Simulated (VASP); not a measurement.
# Al9N in VASP: relaxation of the atoms with PBEsol

Aim: the relaxation of the atoms of Al9N with PBEsol.

Everything below comes from runs of VASP 6.6.1. Logs are shortened: lines on timing, memory, paths and dates and some standing lists are left out, and cuts for length are marked.

## (1) The cell of the first run

The cell holds a slab with vacuum, 10 atoms: a = 2.836 Å, b = 9.744 Å, c = 20.252 Å, α = 90.00°, β = 90.00°, γ = 98.37°.

## (2) Relaxation of the atoms, PBEsol

INCAR reads:

```
SYSTEM = Al9N
  ALGO = Fast
  DIPOL = 0.5 0.5 0.337
  EDIFF = 1E-7
  EDIFFG = -0.025
  ENCUT = 520
  GGA = PS
  IBRION = 2
  IDIPOL = 3
  ISIF = 2
  ISMEAR = 0
  LASPH = .TRUE.
  LCHARG = .FALSE.
  LDIPOL = .TRUE.
  LREAL = .FALSE.
  LWAVE = .FALSE.
  NELM = 60
  NSW = 36
  PREC = Accurate
  SIGMA = 0.1
```

KPOINTS reads:

```
k-points
0
G
  9 3 1
  0 0 0
```

POSCAR reads:

```
Al9N
1.0
    2.8360890836      0.0000000000      0.0000000000
   -1.4180445418      9.6401013232      0.0000000000
    0.0000000000      0.0000000000     20.2523775136
Al N
9 1
Selective dynamics
Direct
    0.5324569575      0.0649139150      0.1975076752  F F F
    0.6709806898      0.3419613796      0.2463716781  F F F
    0.2986854362      0.5973708725      0.2561444786  F F F
    0.9263901827      0.8527803654      0.2659172793  F F F
    0.0640247854      0.1277465523      0.3150759955  F F F
    0.2000840310      0.4041004175      0.3702277332  F F F
    0.8287416372      0.6594765630      0.3778305230  F F F
    0.4529560437      0.9112537656      0.3867831574  F F F
    0.5925587481      0.1816395522      0.4321654338  F F F
    0.5925587481      0.1816395522      0.5269691179  F F T
```

Potentials or basis: VASP PAW PBE potentials, release 64 (Al, N).

The run is started by

```bash
$ cat potpaw_PBE.64/Al/POTCAR potpaw_PBE.64/N/POTCAR > POTCAR
$ mpirun -np 1 vasp_std > vasp.out
```

OUTCAR:

```text
SYSTEM = Al9N
   EDIFF = 1E-7
   EDIFFG = -0.025
   ENCUT = 520
   GGA = PS
   IBRION = 2
   ISIF = 2
   ISMEAR = 0
   LASPH = .TRUE.
   LREAL = .FALSE.
   NELM = 60
   NSW = 36
   PREC = Accurate

 ion  position               nearest neighbor table
   1  0.532  0.065  0.198-   5 2.84   5 2.84   2 2.85   4 2.85   4 2.85
   2  0.671  0.342  0.246-   3 2.85   3 2.85   1 2.85   5 2.87   5 2.87   6 2.94   6 2.95
   3  0.299  0.597  0.256-   2 2.85   2 2.85   4 2.85   4 2.85   7 2.90   7 2.91   6 2.97
   4  0.926  0.853  0.266-   5 2.83   3 2.85   3 2.85   1 2.85   1 2.85   8 2.88   8 2.89   7 2.93

   5  0.064  0.128  0.315-   9 2.81   9 2.81   4 2.83   1 2.84   1 2.84   2 2.87   2 2.87   6 2.89
                             8 2.91   8 2.92
   6  0.200  0.404  0.370-   7 2.84   7 2.85   9 2.86   9 2.87   5 2.89   2 2.94   2 2.95   3 2.97

   7  0.829  0.659  0.378-   8 2.81   8 2.82   6 2.84   6 2.85   3 2.90   3 2.91   4 2.93
   8  0.453  0.911  0.387-   9 2.76   7 2.81   7 2.82   4 2.88   4 2.89   5 2.91   5 2.92
   9  0.593  0.182  0.432-  10 1.92   8 2.76   5 2.81   5 2.81   6 2.86   6 2.87
  10  0.593  0.182  0.527-   9 1.92

  LATTYP: Found a base centered orthorhombic cell.
 ALAT       =     2.8360890836
 B/A-ratio  =     6.7981653883
 C/A-ratio  =     7.1409525289

  Lattice vectors:

 A1 = (   1.4180445418,  -9.6401013232,   0.0000000000)
 A2 = (   1.4180445418,   9.6401013232,   0.0000000000)
 A3 = (   0.0000000000,   0.0000000000,  20.2523775136)

Analysis of symmetry for initial positions (statically):
=====================================================================
 Subroutine PRICEL returns:
 Original cell was already a primitive cell.

 Routine SETGRP: Setting up the symmetry group for a
 base centered orthorhombic supercell.

 Subroutine GETGRP returns: Found  1 space group operations
 (whereof  1 operations were pure point group operations)
 out of a pool of  8 trial point group operations.

The static configuration has the point symmetry C_1 .

Analysis of symmetry for dynamics (positions and initial velocities):
=====================================================================
 Subroutine PRICEL returns:
 Original cell was already a primitive cell.

 Routine SETGRP: Setting up the symmetry group for a
 base centered orthorhombic supercell.

 Subroutine GETGRP returns: Found  1 space group operations
 (whereof  1 operations were pure point group operations)
 out of a pool of  8 trial point group operations.

The dynamic configuration has the point symmetry C_1 .

Analysis of constrained symmetry for selective dynamics:
=====================================================================
 Subroutine PRICEL returns:
 Original cell was already a primitive cell.

 Routine SETGRP: Setting up the symmetry group for a
 base centered orthorhombic supercell.

 Subroutine GETGRP returns: Found  1 space group operations
 (whereof  1 operations were pure point group operations)
 out of a pool of  8 trial point group operations.

The constrained configuration has the point symmetry C_1 .

 Subroutine INISYM returns: Found  1 space group operations
 (whereof  1 operations are pure point group operations),
 and found     1 'primitive' translations

----------------------------------------------------------------------------------------

                                     Primitive cell

  volume of cell :     553.7038

  direct lattice vectors                    reciprocal lattice vectors
     2.836089084  0.000000000  0.000000000     0.352598233  0.051866675  0.000000000
    -1.418044542  9.640101323  0.000000000     0.000000000  0.103733350  0.000000000
     0.000000000  0.000000000 20.252377514     0.000000000  0.000000000  0.049376919

  length of vectors
     2.836089084  9.743839276 20.252377514     0.356392573  0.103733350  0.049376919

  position of ions in fractional coordinates (direct lattice)
     0.532456958  0.064913915  0.197507675
     0.670980690  0.341961380  0.246371678
     0.298685436  0.597370873  0.256144479
     0.926390183  0.852780365  0.265917279
     0.064024785  0.127746552  0.315075996
     0.200084031  0.404100417  0.370227733
     0.828741637  0.659476563  0.377830523
     0.452956044  0.911253766  0.386783157
     0.592558748  0.181639552  0.432165434
     0.592558748  0.181639552  0.526969118

  ion indices of the primitive-cell ions
   primitive index   ion index
                 1           1
                 2           2
                 3           3
                 4           4
                 5           5
                 6           6
                 7           7
[... 33 lines left out ...]
|                                                                             |
|     Your reciprocal lattice and k-lattice belong to different lattice       |
|     classes:                                                                |
|                                                                             |
|        The reciprocal lattice is base centered orthorhombic,                |
|        whereas your k-lattice is simple monoclinic.                         |
|                                                                             |
|     Results are often still useful ...                                      |
|                                                                             |
 -----------------------------------------------------------------------------

 WARNING: IBZKPT: internal override: KBLOWUP is changed to .FALSE.
      ... skipping the blow-up phase ...

 Subroutine IBZKPT returns following result:
 ===========================================

 Found     14 irreducible k-points:

 Following reciprocal coordinates:
            Coordinates               Weight
  0.000000  0.000000  0.000000      1.000000
  0.111111  0.000000  0.000000      2.000000
  0.222222  0.000000  0.000000      2.000000
  0.333333  0.000000  0.000000      2.000000
  0.444444  0.000000  0.000000      2.000000
  0.000000  0.333333  0.000000      2.000000
  0.111111  0.333333  0.000000      2.000000
  0.222222  0.333333  0.000000      2.000000
  0.333333  0.333333  0.000000      2.000000
  0.444444  0.333333  0.000000      2.000000
 -0.444444  0.333333  0.000000      2.000000
 -0.333333  0.333333  0.000000      2.000000
 -0.222222  0.333333  0.000000      2.000000
 -0.111111  0.333333  0.000000      2.000000
   k-points           NKPTS =     14   k-points in BZ     NKDIM =     14   number of bands    NBANDS=     22
   number of dos      NEDOS =    301   number of ions     NIONS =     10
   total plane-waves  NPLWV = 276480
   dimension x,y,z NGX =    24 NGY =   72 NGZ =  160
   dimension x,y,z NGXF=    48 NGYF=  144 NGZF=  320
   ions per type =               9   1
   NGX,Y,Z   is equivalent  to a cutoff of  14.07, 12.28, 13.13 a.u.
   NGXF,Y,Z  is equivalent  to a cutoff of  28.14, 24.57, 26.27 a.u.
 SYSTEM =  Al9N
   PREC   = accura    normal or accurate (medium, high low for compatibility)
   ISTART =      0    job   : 0-new  1-cont  2-samecut
   ICHARG =      2    charge: 1-file 2-atom 10-const
   ISPIN  =      1    spin polarized calculation?
   LNONCOLLINEAR =      F non collinear calculations
   LSORBIT =      F    spin-orbit coupling
   LASPH  =      T    aspherical Exc in radial PAW
   ENCUT  =  520.0 eV  38.22 Ry    6.18 a.u.   5.27 18.12 37.66*2*pi/ulx,y,z
   NELM   =     60;   NELMIN=  2; NELMDL= -5     # of ELM steps
   EDIFF  = 0.1E-06   stopping-criterion for ELM
   LREAL  =      F    real-space projection
   EDIFFG = -.3E-01   stopping-criterion for IOM
   NSW    =     36    number of steps for IOM
   IBRION =      2    ionic relax: 0-MD 1-quasi-New 2-CG
   NFREE  =      1    steps in history (QN), initial steepest desc. (CG)
   ISIF   =      2    stress and relaxation
   ISYM   =      2    0-nonsym 1-usesym 2-fastsym
   POTIM  = 0.5000    time-step for ionic-motion
   TEBEG  =    0.0;   TEEND  =   0.0 temperature during run
   PSTRESS=    0.0 pullay stress
   NELECT =      32.0000    total number of electrons
   NUPDOWN=      -1.0000    fix difference up-down
   EMIN   =  10.00;   EMAX   =-10.00  energy-range for DOS
   EFERMI =   0.00;   METHOD = LEGACY
   ISMEAR =     0;   SIGMA  =   0.10  broadening in eV -4-tet -1-fermi 0-gaus
   EFERMI_NEDOS =   21; number of points for ismear=-14 and -15
   IALGO  =     68    algorithm
   IMIX   =      4    mixing-type and parameters
     AMIX     =   0.40;   BMIX     =  1.00
     AMIX_MAG =   1.60;   BMIX_MAG =  1.00
  volume/ion in A,a.u.               =      55.37       373.66
  Fermi-wavevector in a.u.,A,eV,Ry     =   0.632945  1.196092  5.450750  0.400619
  Thomas-Fermi vector in A             =   1.696433
   LORBIT       =      0    0 simple, 1 ext, 2 COOP (PROOUT), +10 PAW based schemes
   GGA     = PS    functional components
   LHFCALC =     F    Hartree Fock is set to
   AEXX    =    0.0000 exact exchange contribution
   IVDW    =     0    specifies the selected vdW correction
   LEPSILON=     F    determine dielectric tensor
   LRPA    =     F    only Hartree local field effects (RPA)
 conjugate gradient relaxation of ions
 non-spin polarized calculation
 RMM-DIIS sequential band-by-band and
 Gauss-broadening in eV      SIGMA  =   0.10
  energy-cutoff  :      520.00
  volume of cell :      553.70
 maximum number of plane-waves:     14935
 NGX is ok and might be reduce to    24
   NGX = 11   NGY = 37   NGZ = 75

--------------------------------------- Ionic step        1  -------------------------------------------

 number of electron      31.9999999 magnetization

 Free energy of the ion-electron system (eV)
  ---------------------------------------------------
  ext. energy  EPLUGINS =         0.00000000
  ---------------------------------------------------
  free energy    TOTEN  =       -38.22781522 eV

  energy without entropy =      -38.19961900  energy(sigma->0) =      -38.21371711

------------------------ aborting loop because EDIFF is reached ----------------------------------------

  FORCE on cell =-STRESS in cart. coord.  units (eV):
  Direction    XX          YY          ZZ          XY          YZ          ZX
  --------------------------------------------------------------------------------------
  -------------------------------------------------------------------------------------
  Total       -7.9052159     -5.1029682     -4.2569872      1.0164937     -0.5973858     -0.0384825
  in kB      -22.8742487    -14.7657654    -12.3178652      2.9412896     -1.7285742     -0.1113515
  external PRESSURE =     -16.6526264 kB  Pullay stress =       0.0000000 kB
[... 113 lines left out ...]
  FREE ENERGIE OF THE ION-ELECTRON SYSTEM (eV)
  ---------------------------------------------------
  free  energy   TOTEN  =       -38.4038919122 eV

  energy  without entropy=      -38.3794845322  energy(sigma->0) =      -38.39168822

[... ionic steps 4 to 11 ...]

--------------------------------------- Ionic step       12  -------------------------------------------

 number of electron      31.9999999 magnetization

------------------------ aborting loop because EDIFF is reached ----------------------------------------
[... 83 lines left out ...]
--------------------------------------- Ionic step       14  -------------------------------------------

 number of electron      31.9999999 magnetization

 dipolmoment           0.000000      0.000000      0.408318 electrons x Angstroem

 Free energy of the ion-electron system (eV)
  ---------------------------------------------------
  ext. energy  EPLUGINS =         0.00000000
  ---------------------------------------------------
  free energy    TOTEN  =       -38.40390648 eV

  energy without entropy =      -38.37944622  energy(sigma->0) =      -38.39167635

 E-fermi :  -1.6438     XC(G=0):  -3.8918

 val. band max:       -1.7229765261   @ k =  -0.2222   0.3333   0.0000
 cond. band min:      -1.6289145952   @ k =   0.3333   0.3333   0.0000
 fundamental gap:      0.0940619309
 Fermi energy:        -1.6437563633

 k-point     1 :       0.0000    0.0000    0.0000
  band No.  band energies     occupation
      1     -14.2688      2.00000
      2     -11.7758      2.00000
      3     -10.2290      2.00000
      4     -10.1109      2.00000
      5      -9.3085      2.00000
      6      -7.5868      2.00000
[... 339 lines left out ...]
     21       0.6053      0.00000
     22       1.3764      0.00000

------------------------ aborting loop because EDIFF is reached ----------------------------------------

 vacuum level on the upper side and lower side of the slab       (xc-potential included)         1.274        -1.369

  FORCE on cell =-STRESS in cart. coord.  units (eV):
  Direction    XX          YY          ZZ          XY          YZ          ZX
  --------------------------------------------------------------------------------------
  -------------------------------------------------------------------------------------
  Total       -7.7834893     -4.9411968     -0.1328118      1.0498376     -0.6310001     -0.0260983
  in kB      -22.5220250    -14.2976694     -0.3842995      3.0377723     -1.8258391     -0.0755172
  external PRESSURE =     -12.4013313 kB  Pullay stress =       0.0000000 kB
[... 25 lines left out ...]
  FREE ENERGIE OF THE ION-ELECTRON SYSTEM (eV)
  ---------------------------------------------------
  free  energy   TOTEN  =       -38.4039064773 eV

  energy  without entropy=      -38.3794462225  energy(sigma->0) =      -38.39167635

 reached required accuracy - stopping structural energy minimisation

 vacuum level on the upper side and lower side of the slab         5.199         2.489
```

Run time: 28 min. Hardware: 1 thread of Oxide Virtual Turin-like, shared host; peak memory 0.67 GiB.

Results:

| Item | Value |
| --- | --- |
| Free energy | -38.4039 eV |
| Energy gained by relaxing | 17.6 meV/atom |
| Ionic steps | 14 |
| Band gap on the k mesh | zero (bands 16 and 17 overlap by 0.38 eV) |

Step by step:
```tsv
step	energy change (eV)	largest force on free atoms (eV/Å)	pressure (GPa)
1	0.0000	2.1534	-1.67
2	-0.1598	0.7836	-1.38
3	-0.1761	0.0321	-1.23
4	-0.1761	0.0303	-1.24
5	-0.1761	0.0282	-1.24
6	-0.1761	0.0287	-1.24
7	-0.1761	0.0285	-1.24
8	-0.1761	0.0282	-1.24
9	-0.1761	0.0279	-1.24
10	-0.1761	0.0275	-1.24
11	-0.1761	0.0264	-1.24
12	-0.1761	0.0276	-1.24
13	-0.1761	0.0265	-1.24
14	-0.1761	0.0244	-1.24
```

Final structure:
```cif
data_structure
_symmetry_space_group_name_H-M 'P 1'
_symmetry_Int_Tables_number 1
_cell_length_a 2.8361
_cell_length_b 9.7438
_cell_length_c 20.2524
_cell_angle_alpha 90.000
_cell_angle_beta 90.000
_cell_angle_gamma 98.368
_cell_volume 553.70
loop_
_atom_site_label
_atom_site_type_symbol
_atom_site_fract_x
_atom_site_fract_y
_atom_site_fract_z
_atom_site_occupancy
Al1 Al 0.53246 0.06491 0.19751 1
Al2 Al 0.67098 0.34196 0.24637 1
Al3 Al 0.29869 0.59737 0.25614 1
Al4 Al 0.92639 0.85278 0.26592 1
Al5 Al 0.06402 0.12775 0.31508 1
Al6 Al 0.20008 0.40410 0.37023 1
Al7 Al 0.82874 0.65948 0.37783 1
Al8 Al 0.45296 0.91125 0.38678 1
Al9 Al 0.59256 0.18164 0.43217 1
N1 N 0.59256 0.18164 0.51992 1
```

Levels at points of the mesh, in eV from the Fermi level:
| k point | band 14 | band 15 | band 16 | band 17 | band 18 | band 19 |
| --- | --- | --- | --- | --- | --- | --- |
| (0.00, 0.00, 0.00) | -1.52 | -1.04 | -0.38 | 0.16 | 1.43 | 2.06 |

Caveat: the PAW data sets were made with another functional, which shifts forces and pressure a little.

The gap in the log of VASP goes by the Fermi energy; the results here count the filled bands.